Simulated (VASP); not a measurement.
# TaN (P-6m2) in VASP: further runs

TaN is run at these levels: PBEsol; tasks: single point.

All numbers are computed with VASP 6.6.1; they aren't measurements. Logs are shortened: lines on timing, memory, paths and dates and some standing lists are left out, and cuts for length are marked.

## (1) The cell of the first run

It takes space group P-6m2 (No. 187, hexagonal). Conventional cell: a = 2.961 Å, b = 2.961 Å, c = 2.727 Å, α = 90.00°, β = 90.00°, γ = 120.00°. Ta (site symmetry -6m2) has 6 N at 2.19 Å and 8 Ta at 2.73 to 2.96 Å within 3.0 Å. N (site symmetry -6m2) has 6 Ta at 2.19 Å and 8 N at 2.73 to 2.96 Å within 3.0 Å.

## (2) Single point, PBEsol

Contents of INCAR:

```
ALGO = Normal ; EDIFF = 1E-7
ENCUT = 520 ; GGA = PS
ISIF = 2 ; ISMEAR = 0
LASPH = True ; LCHARG = False
LREAL = False ; LWAVE = False
NBANDS = 15 ; NELM = 80
PREC = Accurate ; SIGMA = 0.15
```

Contents of KPOINTS:

```
k-points
0
Gamma
  18 18 16
```

Contents of POSCAR:

```
TaN
1.0
    2.9606000000      0.0000000000      0.0000000000
   -1.4803000000      2.5639548105      0.0000000000
    0.0000000000      0.0000000000      2.7272000000
Ta N
1 1
Direct
    0.3333333333      0.6666666667      0.5000000000
    0.0000000000      0.0000000000      0.0000000000
```

Potentials or basis: VASP PAW PBE potentials, release 64 (Ta_pv, N).

Launch:

```console
$ cat potpaw_PBE.64/Ta_pv/POTCAR potpaw_PBE.64/N/POTCAR > POTCAR
$ mpirun -np 1 vasp_std > vasp.out
```

OUTCAR:

```text
EDIFF = 1E-7
   ENCUT = 520
   GGA = PS
   ISIF = 2
   ISMEAR = 0
   LASPH = True
   LREAL = False
   NELM = 80
   PREC = Accurate

 ion  position               nearest neighbor table
   1  0.333  0.667  0.500-   2 2.19   2 2.19   2 2.19   2 2.19   2 2.19   2 2.19
   2  0.000  0.000  0.000-   1 2.19   1 2.19   1 2.19   1 2.19   1 2.19   1 2.19

  LATTYP: Found a hexagonal cell.
 ALAT       =     2.9606000000
 C/A-ratio  =     0.9211646288

  Lattice vectors:

 A1 = (   2.9606000000,   0.0000000000,   0.0000000000)
 A2 = (  -1.4803000000,   2.5639548105,   0.0000000000)
 A3 = (   0.0000000000,   0.0000000000,   2.7272000000)

Analysis of symmetry for initial positions (statically):
=====================================================================
 Subroutine PRICEL returns:
 Original cell was already a primitive cell.

 Routine SETGRP: Setting up the symmetry group for a
 hexagonal supercell.

 Subroutine GETGRP returns: Found 12 space group operations
 (whereof 12 operations were pure point group operations)
 out of a pool of 24 trial point group operations.

The static configuration has the point symmetry D_3h.

Analysis of symmetry for dynamics (positions and initial velocities):
=====================================================================
 Subroutine PRICEL returns:
 Original cell was already a primitive cell.

 Routine SETGRP: Setting up the symmetry group for a
 hexagonal supercell.

 Subroutine GETGRP returns: Found 12 space group operations
 (whereof 12 operations were pure point group operations)
 out of a pool of 24 trial point group operations.

The dynamic configuration has the point symmetry D_3h.

 Subroutine INISYM returns: Found 12 space group operations
 (whereof 12 operations are pure point group operations),
 and found     1 'primitive' translations

----------------------------------------------------------------------------------------

                                     Primitive cell

  volume of cell :      20.7018

  direct lattice vectors                    reciprocal lattice vectors
     2.960600000  0.000000000  0.000000000     0.337769371  0.195011237  0.000000000
    -1.480300000  2.563954810  0.000000000     0.000000000  0.390022475  0.000000000
     0.000000000  0.000000000  2.727200000     0.000000000  0.000000000  0.366676445

  length of vectors
     2.960600000  2.960600000  2.727200000     0.390022475  0.390022475  0.366676445

  position of ions in fractional coordinates (direct lattice)
     0.333333333  0.666666667  0.500000000
     0.000000000  0.000000000  0.000000000

  ion indices of the primitive-cell ions
   primitive index   ion index
                 1           1
                 2           2

----------------------------------------------------------------------------------------

 KPOINTS: k-points

Automatic generation of k-mesh.
 Grid dimensions read from file:
 generate k-points for:   18   18   16

 Generating k-lattice:

  Cartesian coordinates                     Fractional coordinates (reciprocal lattice)
     0.018764965  0.010833958  0.000000000     0.055555556 -0.000000000  0.000000000
     0.000000000  0.021667915  0.000000000     0.000000000  0.055555556  0.000000000
     0.000000000  0.000000000  0.022917278     0.000000000  0.000000000  0.062500000

  Length of vectors
     0.021667915  0.021667915  0.022917278

  Shift w.r.t. Gamma in fractional coordinates (k-lattice)
     0.000000000  0.000000000  0.000000000

 Subroutine IBZKPT returns following result:
 ===========================================

 Found    333 irreducible k-points:

 Following reciprocal coordinates:
            Coordinates               Weight
  0.000000  0.000000  0.000000      1.000000
  0.055556 -0.000000  0.000000      6.000000
  0.111111 -0.000000  0.000000      6.000000
  0.166667 -0.000000  0.000000      6.000000
  0.222222 -0.000000  0.000000      6.000000
  0.277778  0.000000  0.000000      6.000000
[... 16 lines left out ...]
  0.333333  0.111111  0.000000     12.000000
  0.388889  0.111111  0.000000     12.000000
 [... further k-points ...]
   k-points           NKPTS =    333   k-points in BZ     NKDIM =    333   number of bands    NBANDS=     15
   number of dos      NEDOS =    301   number of ions     NIONS =      2
   total plane-waves  NPLWV =  11520
   dimension x,y,z NGX =    24 NGY =   24 NGZ =   20
   dimension x,y,z NGXF=    48 NGYF=   48 NGZF=   40
   ions per type =               1   1
   NGX,Y,Z   is equivalent  to a cutoff of  13.48, 13.48, 12.19 a.u.
   NGXF,Y,Z  is equivalent  to a cutoff of  26.95, 26.95, 24.38 a.u.
 SYSTEM =  unknown system
   PREC   = accura    normal or accurate (medium, high low for compatibility)
   ISTART =      0    job   : 0-new  1-cont  2-samecut
   ICHARG =      2    charge: 1-file 2-atom 10-const
   ISPIN  =      1    spin polarized calculation?
   LNONCOLLINEAR =      F non collinear calculations
   LSORBIT =      F    spin-orbit coupling
   LASPH  =      T    aspherical Exc in radial PAW
   ENCUT  =  520.0 eV  38.22 Ry    6.18 a.u.   5.50  5.50  5.07*2*pi/ulx,y,z
   NELM   =     80;   NELMIN=  2; NELMDL= -5     # of ELM steps
   EDIFF  = 0.1E-06   stopping-criterion for ELM
   LREAL  =      F    real-space projection
   EDIFFG = 0.1E-05   stopping-criterion for IOM
   NSW    =      0    number of steps for IOM
   IBRION =     -1    ionic relax: 0-MD 1-quasi-New 2-CG
   NFREE  =      0    steps in history (QN), initial steepest desc. (CG)
   ISIF   =      2    stress and relaxation
   ISYM   =      2    0-nonsym 1-usesym 2-fastsym
   POTIM  = 0.5000    time-step for ionic-motion
   TEBEG  =    0.0;   TEEND  =   0.0 temperature during run
   PSTRESS=    0.0 pullay stress
   NELECT =      16.0000    total number of electrons
   NUPDOWN=      -1.0000    fix difference up-down
   EMIN   =  10.00;   EMAX   =-10.00  energy-range for DOS
   EFERMI =   0.00;   METHOD = LEGACY
   ISMEAR =     0;   SIGMA  =   0.15  broadening in eV -4-tet -1-fermi 0-gaus
   EFERMI_NEDOS =   21; number of points for ismear=-14 and -15
   IALGO  =     38    algorithm
   IMIX   =      4    mixing-type and parameters
     AMIX     =   0.40;   BMIX     =  1.00
     AMIX_MAG =   1.60;   BMIX_MAG =  1.00
  volume/ion in A,a.u.               =      10.35        69.85
  Fermi-wavevector in a.u.,A,eV,Ry     =   1.502378  2.839082 30.710237  2.257139
  Thomas-Fermi vector in A             =   2.613626
   LORBIT       =      0    0 simple, 1 ext, 2 COOP (PROOUT), +10 PAW based schemes
   GGA     = PS    functional components
   LHFCALC =     F    Hartree Fock is set to
   AEXX    =    0.0000 exact exchange contribution
   IVDW    =     0    specifies the selected vdW correction
   LEPSILON=     F    determine dielectric tensor
   LRPA    =     F    only Hartree local field effects (RPA)
 non-spin polarized calculation
 Gauss-broadening in eV      SIGMA  =   0.15
  energy-cutoff  :      520.00
  volume of cell :       20.70
 maximum number of plane-waves:       578
 NGX is ok and might be reduce to    24
   NGX = 11   NGY = 11   NGZ = 11

 number of electron      16.0000004 magnetization

 Free energy of the ion-electron system (eV)
  ---------------------------------------------------
  ext. energy  EPLUGINS =         0.00000000
  ---------------------------------------------------
  free energy    TOTEN  =       -23.65352277 eV

  energy without entropy =      -23.65226921  energy(sigma->0) =      -23.65289599

 E-fermi :   8.5352     XC(G=0): -13.7134

 val. band max:        8.5103175056   @ k =   0.0000   0.0000   0.3750
 cond. band min:       8.5740545493   @ k =   0.0556  -0.0000   0.4375
 fundamental gap:      0.0637370438
 Fermi energy:         8.5352102397

 k-point     1 :       0.0000    0.0000    0.0000
  band No.  band energies     occupation
      1     -25.9317      2.00000
      2     -25.9317      2.00000
      3     -25.9232      2.00000
      4      -9.5760      2.00000
      5       3.2858      2.00000
      6       3.2858      2.00000
      7       4.1936      2.00000
      8       6.0173      2.00000
      9      10.5578      0.00000
     10      12.6871      0.00000
     11      12.6871      0.00000
     12      12.9405      0.00000
     13      12.9405      0.00000
     14      21.9205      0.00000
     15      22.2822      0.00000

 k-point     2 :       0.0556   -0.0000    0.0000
  band No.  band energies     occupation
      1     -25.9659      2.00000
      2     -25.9389      2.00000
      3     -25.9193      2.00000
      4      -9.5080      2.00000
      5       3.0925      2.00000
      6       3.3394      2.00000
      7       4.2812      2.00000
      8       5.9236      2.00000
      9      10.8085      0.00000
     10      12.5390      0.00000
     11      12.6838      0.00000
     12      12.9101      0.00000
     13      13.0321      0.00000
     14      21.9016      0.00000
     15      22.2501      0.00000

 k-point     3 :       0.1111   -0.0000    0.0000
  band No.  band energies     occupation
      1     -26.0631      2.00000
      2     -25.9593      2.00000
      3     -25.9079      2.00000
      4      -9.3120      2.00000
      5       2.6237      2.00000
      6       3.4935      2.00000
      7       4.4924      2.00000
      8       5.6688      2.00000
      9      11.4715      0.00000
     10      12.1575      0.00000
     11      12.6822      0.00000
     12      12.8236      0.00000
     13      13.2733      0.00000
     14      21.8497      0.00000
     15      22.1951      0.00000

 k-point     4 :       0.1667   -0.0000    0.0000
  band No.  band energies     occupation
      1     -26.2087      2.00000
      2     -25.9906      2.00000
      3     -25.8905      2.00000
      4      -9.0106      2.00000
      5       2.0399      2.00000
      6       3.7287      2.00000
      7       4.7661      2.00000
      8       5.3134      2.00000
      9      11.6369      0.00000
     10      12.4211      0.00000
     11      12.6944      0.00000
     12      12.7048      0.00000
     13      13.5851      0.00000
     14      21.8031      0.00000
     15      22.1625      0.00000
[... 307 lines left out ...]
 k-point    22 :       0.2778    0.1111    0.0000
  band No.  band energies     occupation
      1     -26.7202      2.00000
      2     -26.1686      2.00000
      3     -25.8189      2.00000
      4      -7.7304      2.00000
      5       0.5108      2.00000
      6       4.1353      2.00000
      7       4.1734      2.00000
      8       5.6999      2.00000
      9      10.6564      0.00000
     10      11.7403      0.00000
     11      13.2932      0.00000
     12      14.8365      0.00000
     13      15.7361      0.00000
     14      22.0233      0.00000
     15      22.4320      0.00000

 k-point    23 :       0.3333    0.1111    0.0000
  band No.  band energies     occupation
      1     -26.8324      2.00000
      2     -26.2081      2.00000
      3     -25.8022      2.00000
      4      -7.4210      2.00000
      5       0.2567      2.00000
      6       3.9544      2.00000
      7       4.0616      2.00000
      8       5.8652      2.00000
      9      10.9201      0.00000
     10      11.5471      0.00000
     11      13.3011      0.00000
     12      15.0079      0.00000
     13      16.6790      0.00000
     14      21.8025      0.00000
     15      22.1956      0.00000

 k-point    24 :       0.3889    0.1111    0.0000
  band No.  band energies     occupation
      1     -26.9044      2.00000
      2     -26.2338      2.00000
      3     -25.7914      2.00000
      4      -7.2149      2.00000
      5       0.1076      2.00000
      6       3.8176      2.00000
      7       3.9656      2.00000
      8       5.9597      2.00000
      9      11.3306      0.00000
     10      11.4234      0.00000
     11      13.1244      0.00000
     12      15.1018      0.00000
     13      17.5889      0.00000
     14      20.9171      0.00000
     15      22.1191      0.00000

 [... further k-points ...]

------------------------ aborting loop because EDIFF is reached ----------------------------------------

  FORCE on cell =-STRESS in cart. coord.  units (eV):
  Direction    XX          YY          ZZ          XY          YZ          ZX
  --------------------------------------------------------------------------------------
  -------------------------------------------------------------------------------------
  Total       -0.1951825     -0.1951825      5.8748723      0.0000000     -0.0000000      0.0000000
  in kB      -15.1058222    -15.1058222    454.6758895      0.0000000     -0.0000000      0.0000000
  external PRESSURE =     141.4880817 kB  Pullay stress =       0.0000000 kB

 VOLUME and BASIS-vectors are now :
 -----------------------------------------------------------------------------
  energy-cutoff  :      520.00
  volume of cell :       20.70
      direct lattice vectors                 reciprocal lattice vectors
     2.960600000  0.000000000  0.000000000     0.337769371  0.195011237  0.000000000
    -1.480300000  2.563954810  0.000000000     0.000000000  0.390022475  0.000000000
     0.000000000  0.000000000  2.727200000     0.000000000  0.000000000  0.366676445

 POSITION                                       TOTAL-FORCE (eV/Angst)
 -----------------------------------------------------------------------------------
     -0.00000      1.70930      1.36360        -0.000000      0.000000      0.000000
      0.00000      0.00000      0.00000         0.000000     -0.000000      0.000000
 -----------------------------------------------------------------------------------
    total drift:                                0.000000     -0.000000     -0.000000

  FREE ENERGIE OF THE ION-ELECTRON SYSTEM (eV)
  ---------------------------------------------------
  free  energy   TOTEN  =       -23.6535227716 eV

  energy  without entropy=      -23.6522692073  energy(sigma->0) =      -23.65289599
```

It took 54 s on 1 thread of Intel Xeon 8259CL, shared host; peak memory 0.22 GiB.

Results:

| Quantity | Value |
| --- | --- |
| Free energy | -23.6535 eV |
| Pressure | 14.1 GPa |
| Band gap on the k mesh | zero (bands 8 and 9 overlap by 0.27 eV) |

Levels at points of the mesh, in eV from the Fermi level:
```csv
k point,band 6,band 7,band 8,band 9,band 10,band 11
"(0.00, 0.00, 0.00)",-5.25,-4.34,-2.52,2.02,4.15,4.15
"(0.50, 0.00, 0.00)",-4.77,-3.69,-3.56,3.49,3.63,5.12
"(0.00, 0.00, 0.50)",-4.40,-4.40,-0.04,-0.04,2.94,2.94
"(0.50, 0.00, 0.50)",-6.35,-6.26,-0.05,4.34,5.28,6.80
```

Caveat: the cell stands under pressure; the PAW data sets were made with another functional, which shifts forces and pressure a little; spin-orbit coupling is left out, which moves the levels of the heavy elements.

## (3) Single point, PBEsol

This run uses another cell than the first one, of 10.48 Å³/atom.

Contents of INCAR:

```
  PREC = Accurate
  ENCUT = 520
  EDIFF = 1E-7
  ISMEAR = 0
  SIGMA = 0.15
  LREAL = False
  LASPH = True
  NELM = 80
  ALGO = Normal
  ISIF = 2
  LWAVE = False
  LCHARG = True
  GGA = PS
  LELF = True
  LVHAR = True
  NBANDS = 15
```

Contents of KPOINTS:

```
Automatic mesh
0
Gamma
  18 18 16
```

Contents of POSCAR:

```
TaN
1.0
    2.8509000000      0.0000000000      0.0000000000
   -1.4254500000      2.4689518237      0.0000000000
    0.0000000000      0.0000000000      2.9784000000
Ta N
1 1
Direct
    0.3333333333      0.6666666667      0.5000000000
    0.0000000000      0.0000000000      0.0000000000
```

Potentials or basis: VASP PAW PBE potentials, release 64 (Ta_pv, N).

Launch:

```console
$ cat potpaw_PBE.64/Ta_pv/POTCAR potpaw_PBE.64/N/POTCAR > POTCAR
$ mpirun -np 1 vasp_std > vasp.out
```

Run time: 83 s. Hardware: 1 thread of Intel Xeon 8259CL, shared host; peak memory 0.23 GiB.

Results (log left out):

* Free energy: -23.6917 eV
* Pressure: 5.1 GPa
* Band gap on the k mesh: zero (bands 8 and 9 overlap by 0.46 eV)

Stress tensor (GPa, compression positive):
```
 18.52   0.00   0.00
  0.00  18.52   0.00
  0.00   0.00 -21.81
```

Levels at points of the mesh, in eV from the Fermi level:
```csv
k point,band 6,band 7,band 8,band 9,band 10,band 11
"(0.00, 0.00, 0.00)",-4.10,-4.10,-3.23,3.06,3.42,3.42
"(0.50, 0.00, 0.00)",-5.78,-3.65,-2.80,2.91,4.80,5.06
"(0.00, 0.00, 0.50)",-3.21,-3.21,-0.13,-0.13,1.60,3.87
"(0.50, 0.00, 0.50)",-6.31,-5.31,-0.48,4.36,5.75,6.05
```

Caveat: the cell stands under pressure; the PAW data sets were made with another functional, which shifts forces and pressure a little; spin-orbit coupling is left out, which moves the levels of the heavy elements.

## (4) Single point, PBEsol

This run uses another cell than the first one, of 10.50 Å³/atom.

Contents of INCAR:

```
PREC = Accurate
ENCUT = 520
EDIFF = 1E-7
ISMEAR = 0
SIGMA = 0.15
LREAL = False
LASPH = True
NELM = 80
ALGO = Normal
ISIF = 2
LWAVE = False
LCHARG = False
GGA = PS
NBANDS = 15
```

Contents of KPOINTS:

```
regular mesh
0
Gamma
  18 18 16
```

Contents of POSCAR:

```
TaN
1.0
    2.9240351141      0.0000000000      0.0000000000
   -1.4620175570      2.5322886904      0.0000000000
    0.0000000000      0.0000000000      2.8349000000
Ta N
1 1
Direct
    0.3333333333      0.6666666667      0.5000000000
    0.0000000000      0.0000000000      0.0000000000
```

Launch:

```console
$ cat potpaw_PBE.64/Ta_pv/POTCAR potpaw_PBE.64/N/POTCAR > POTCAR
$ mpirun -np 1 vasp_std > vasp.out
```

It took 92 s on 1 thread of Intel Xeon 8259CL, shared host; peak memory 0.23 GiB.

Results (log left out):

```yaml
Free_energy: -23.7948 eV
Pressure: 6.0 GPa
Band_gap_on_the_k_mesh: zero (bands 8 and 9 overlap by 0.40 eV)
```

Stress tensor (GPa, compression positive):
```
 2.91  0.00  0.00
 0.00  2.91  0.00
 0.00  0.00 12.20
```

Levels at points of the mesh, in eV from the Fermi level:
```tsv
k point	band 4	band 5	band 6	band 7	band 8	band 9	band 10	band 11	band 12	band 13
(0.00, 0.00, 0.00)	-17.92	-4.75	-4.75	-4.29	-2.83	2.35	3.82	3.82	4.19	4.19
(0.50, 0.00, 0.00)	-15.52	-8.44	-5.19	-3.57	-3.24	3.18	4.12	5.44	5.47	7.77
(0.00, 0.00, 0.50)	-15.03	-9.51	-3.91	-3.91	-0.07	-0.07	2.73	3.33	3.33	8.35
(0.50, 0.00, 0.50)	-15.87	-7.47	-6.25	-5.90	-0.22	4.37	5.53	6.44	7.34	10.61
```

Caveat: the cell stands under pressure; the PAW data sets were made with another functional, which shifts forces and pressure a little; spin-orbit coupling is left out, which moves the levels of the heavy elements.

## (5) Summary

| cell | gap on the mesh (eV) | pressure (GPa) |
| --- | --- | --- |
| a = 2.961, b = 2.961, c = 2.727 Å, angles 90.0, 90.0, 120.0°, 2 atoms | none | 14.1 |
| a = 2.851, b = 2.851, c = 2.978 Å, angles 90.0, 90.0, 120.0°, 2 atoms | none | 5.1 |
| a = 2.924, b = 2.924, c = 2.835 Å, angles 90.0, 90.0, 120.0°, 2 atoms | none | 6.0 |

Alike in all rows: task single point; level PBEsol; potentials or basis VASP PAW PBE potentials, release 64 (Ta_pv, N); no spin polarisation; k mesh 18 × 18 × 16; cutoff (eV) 520; smearing gaussian 0.15 eV.

Caveats: the cell stands under pressure; the PAW data sets were made with another functional, which shifts forces and pressure a little; spin-orbit coupling is left out, which moves the levels of the heavy elements.

Absolute energies hang on the potentials; compare differences alone.
